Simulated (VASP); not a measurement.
Runs of VASP 6.6.1 on BC2. The structure is that of space group P4_2/mmc (No. 131), or close to it. The cells are those of the table. 

```tsv
task	cell	k mesh	cutoff (eV)	k mesh for the DOS	occupations for the DOS	gap on the mesh (eV)	pressure (GPa)	relaxed volume (Å³/atom)	largest force (eV/Å)
single point	a = 2.677, b = 2.677, c = 6.483 Å, 6 atoms	14 × 14 × 6	520	-	-	none	0.2	-	(b)
single point	a = 2.680, b = 2.680, c = 6.482 Å, 6 atoms	6 × 6 × 6	520	-	-	none	0.1	-	0.03
single point	a = 2.998, b = 2.998, c = 3.268 Å, 6 atoms	6 × 6 × 6	520	-	-	none	173.6	-	(a)
relaxation of cell and atoms	relaxed from a = 2.998, b = 2.998, c = 3.268 Å, 6 atoms	6 × 6 × 6	600	-	-	none	-0.5	7.59	0.01
relaxation of cell and atoms	relaxed from a = 2.680, b = 2.680, c = 6.482 Å, 6 atoms	14 × 14 × 6	600	-	-	none	0.0	7.74	0.01
```

Alike in all rows: level PBE; potentials or basis VASP PAW PBE potentials, release 64 (B, C); no spin polarisation; smearing gaussian 0.1 eV.

Task: Estimate the missing entries.

Result: (a) 0.27; (b) 0.06.

Caveats: some runs use coarse meshes; the volume moved by over 15 % at a fixed basis, so the end points are rough (some runs).

A gap of «none» marks levels without a gap at the run's occupations.
